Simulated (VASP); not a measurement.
A run of VASP 6.6.1 is set up as follows.

Contents of INCAR:

```
PREC = Accurate ; ENCUT = 520
EDIFF = 1E-6 ; ISMEAR = 0
SIGMA = 0.1 ; LREAL = F
LASPH = T ; NELM = 80
ALGO = Normal ; ISIF = 2
LWAVE = F ; LCHARG = T
GGA = PE ; LELF = T
LVHAR = T ; NBANDS = 26
```

Contents of KPOINTS:

```
Automatic mesh
0
Gamma
  14 14 14
```

Contents of POSCAR:

```
Zn3H
1.0
    0.0000000000      2.9965779629      2.9965779629
    2.9965779629      0.0000000000      2.9965779629
    2.9965779629      2.9965779629      0.0000000000
Zn H
3 1
Direct
    0.5000000000      0.5000000000      0.5000000000
    0.2500000000      0.2500000000      0.2500000000
    0.7500000000      0.7500000000      0.7500000000
    0.0000000000      0.0000000000      0.0000000000
```

Potentials or basis: VASP PAW PBE potentials, release 64 (Zn, H).

Command:

```sh
$ cat potpaw_PBE.64/Zn/POTCAR potpaw_PBE.64/H/POTCAR > POTCAR
$ mpirun -np 1 vasp_std > vasp.out
```

Task: Predict the band gap on the k mesh.

Result: Zero (an odd number of electrons rules out a gap without spin polarisation).

Task: Estimate the pressure.

Result: 0.2 GPa.
